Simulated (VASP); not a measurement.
A run of VASP 6.6.1 is set up as follows.

The input INCAR:

```
PREC     = Accurate       # precision mode
ENCUT    = 520            # plane-wave cutoff, eV
EDIFF    = 1E-7           # SCF threshold, eV
ISMEAR   = 0              # smearing method
SIGMA    = 0.01           # smearing width, eV
LREAL    = Auto         
LASPH    = True           # aspherical terms in the spheres
NELM     = 100            # most SCF steps
ALGO     = Normal         # electronic algorithm
ISIF     = 2              # what is computed and relaxed
LWAVE    = False          # write WAVECAR
LCHARG   = True           # write CHGCAR
GGA      = PE             # functional
IVDW     = 12             # dispersion correction
LELF     = True           # ELF
LVHAR    = True         
NBANDS   = 86             # bands
```

File KPOINTS:

```
Automatic mesh
0
Gamma
  2 2 2
  0.5 0.5 0.5
```

File POSCAR:

```
BN
1.0
   -5.0122276282      2.8938109704      3.2948837601
    0.0000000000     -5.7876219408      3.2948837600
    5.0122276282      2.8938109704      3.2948837601
B N
16 16
Direct
    0.2496975441      0.7496975441      0.9996975441
    0.4996975441      0.4996975441      0.9996975441
    0.7496975441      0.2496975441      0.9996975441
    0.9996975441      0.7496975441      0.2496975441
    0.9996975441      0.9996975441      0.9996975441
    0.2496975441      0.4996975441      0.2496975441
    0.4996975441      0.2496975441      0.2496975441
    0.7496975441      0.7496975441      0.4996975441
    0.7496975441      0.9996975441      0.2496975441
    0.9996975441      0.4996975441      0.4996975441
    0.2496975441      0.2496975441      0.4996975441
    0.4996975441      0.7496975441      0.7496975441
    0.4996975441      0.9996975441      0.4996975441
    0.7496975441      0.4996975441      0.7496975441
    0.9996975441      0.2496975441      0.7496975441
    0.2496975441      0.9996975441      0.7496975441
    0.5827354559      0.0827354559      0.3327354559
    0.8327354559      0.8327354559      0.3327354559
    0.0827354559      0.5827354559      0.3327354559
    0.3327354559      0.0827354559      0.5827354559
    0.3327354559      0.3327354559      0.3327354559
    0.5827354559      0.8327354559      0.5827354559
    0.8327354559      0.5827354559      0.5827354559
    0.0827354559      0.0827354559      0.8327354559
    0.0827354559      0.3327354559      0.5827354559
    0.3327354559      0.8327354559      0.8327354559
    0.5827354559      0.5827354559      0.8327354559
    0.8327354559      0.0827354559      0.0827354559
    0.8327354559      0.3327354559      0.8327354559
    0.0827354559      0.8327354559      0.0827354559
    0.3327354559      0.5827354559      0.0827354559
    0.5827354559      0.3327354559      0.0827354559
```

Potentials or basis: VASP PAW PBE potentials, release 64 (B, N).

Launch:

```sh
$ cat potpaw_PBE.64/B/POTCAR potpaw_PBE.64/N/POTCAR > POTCAR
$ mpirun -np 1 vasp_std > vasp.out
```

Q: Predict the pressure.

A: 0.0 GPa.

Q: Estimate the dispersion energy per atom.

A: -0.142 eV.

Q: Estimate the band gap on the k mesh.

A: 5.06 eV.

Stress tensor (GPa, compression positive):
```
 0.16  0.00  0.00
 0.00  0.16  0.00
 0.00  0.00 -0.38
```

A k mesh can miss the band edges. A hybrid or GW would open this gap; PBE tends to underestimate it.
